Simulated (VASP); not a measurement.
Wanted: the native input for a VASP 6.6.1 run.

| Quantity | Value |
| --- | --- |
| Task | electric field gradients |
| Functional | PBEsol |
| Potentials or basis | VASP PAW PBE potentials, release 64 (Ba_sv, Ti_sv, O) |
| Cutoff | 520 eV |
| k mesh | 8 × 8 × 8 |
| Occupations | fermi-dirac, width 0.05 eV |
| Spin | no spin polarisation |
| Dipole correction | no |
| Further INCAR settings | ALGO = Normal; EDIFF = 1e-08; NBANDS = 28 |

The structure of BaTiO3 lies in POSCAR:

```
BaTiO3
1.0
    4.0622394458      0.0000000000      0.0000000000
    0.0000000000      2.8926925578      2.9016141701
    0.0000000000     -2.8926925578      2.9016141701
Ba Ti O
1 1 3
Direct
    0.0000000000      0.0000000000      0.0000000000
    0.5000000000      0.5079000000      0.5079000000
    0.0000000000      0.4921000000      0.4921000000
    0.5000000000      0.5025100000      0.9937100000
    0.5000000000      0.9937100000      0.5025100000
```

One way to write it, as run:

INCAR

```
PREC     = Accurate       # precision mode
ENCUT    = 520            # plane-wave cutoff, eV
EDIFF    = 1E-8           # SCF threshold, eV
ISMEAR   = -1             # smearing method
SIGMA    = 0.05           # smearing width, eV
LREAL    = False          # projectors in reciprocal space
LASPH    = True           # aspherical terms in the spheres
NELM     = 100            # most SCF steps
ALGO     = Normal         # electronic algorithm
ISIF     = 2              # what is computed and relaxed
LWAVE    = False          # write WAVECAR
LCHARG   = False          # write CHGCAR
GGA      = PS             # functional
LEFG     = True         
NBANDS   = 28             # bands
```

KPOINTS

```
Automatic mesh
0
Gamma
  8 8 8
```

Potentials or basis: VASP PAW PBE potentials, release 64 (Ba_sv, Ti_sv, O).

The run is started by

```bash
$ cat potpaw_PBE.64/Ba_sv/POTCAR potpaw_PBE.64/Ti_sv/POTCAR potpaw_PBE.64/O/POTCAR > POTCAR
$ mpirun -np 1 vasp_std > vasp.out
```

It gave:

The pressure is -11.0 GPa, the largest force is 0.392 eV/Å and the band gap on the k mesh is 1.63 eV (least direct gap 1.86 eV). The largest electric field gradient by atom is Ba -1.2; Ti -5.3; O +27.2, +27.7 (each value once) V/Å².

Caveat: the cell stands under tension; without QUAD_EFG the Cq values of the log hold for a quadrupole moment of 1 mb, not for the nuclei; the PAW data sets were made with another functional, which shifts forces and pressure a little; spin-orbit coupling is left out, which moves the levels of the heavy elements.

Wall time 4.1 min on 1 thread of Intel Xeon 8259CL, on a shared host, peak memory 0.32 GiB.
